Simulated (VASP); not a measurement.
**Rh: single point with PBE**

The system is Rh.

```
Rh
1.0
     1.56882    0.90576    3.75663
    -1.56882    0.90576    3.75663
     0.00000   -1.81151    3.75663
Rh
2
Cartesian
  0.0000 0.0000 0.6503
  0.0000 0.0000 10.6196
```

* Program: VASP 6.6.1
* Task: single point
* Functional: PBE
* Potentials or basis: VASP PAW PBE potentials, release 64 (Rh_pv)
* Cutoff: 520 eV
* k mesh: 6 × 6 × 6
* Occupations: gaussian, width 0.1 eV
* Spin: no spin polarisation
* Dipole correction: no
* Further INCAR settings: ALGO = Normal; EDIFF = 1e-06; NBANDS = 22

```
Pressure               : 450.5 GPa
Largest force          : 210.272 eV/Å
Band gap on the k mesh : zero (bands 15 and 16 overlap by 0.43 eV)
```

Forces in eV/Å, atoms in the order of the input:
```
Rh     0.000    0.000  210.272
Rh     0.000    0.000 -210.272
```

Stress tensor (GPa, compression positive):
```
  -6.72    0.00    0.00
   0.00   -6.72    0.00
   0.00    0.00 1364.86
```

Levels at points of the mesh, in eV from the Fermi level:
```tsv
k point	band 13	band 14	band 15	band 16	band 17	band 18
(0.00, 0.00, 0.00)	-3.80	-1.55	-1.55	1.21	1.21	6.51
(0.50, 0.00, 0.00)	-2.08	-0.83	-0.15	0.13	0.25	3.69
(0.50, 0.50, 0.00)	-2.32	-1.31	-0.27	0.09	2.61	4.72
(0.50, 0.50, 0.50)	-1.35	-1.35	-0.54	-0.38	2.36	2.36
```

It took 10 s on 1 thread of Intel(R) Xeon(R) 6975P-C (Granite Rapids), on a shared host, peak memory 0.18 GiB.

Caveat: the k points lie up to 0.40 Å⁻¹ apart; atoms lie so close that the PAW spheres overlap strongly, which falsifies energies and pressures; forces of over 1 eV/Å act on the atoms, so gaps and moduli don't describe the material at rest.
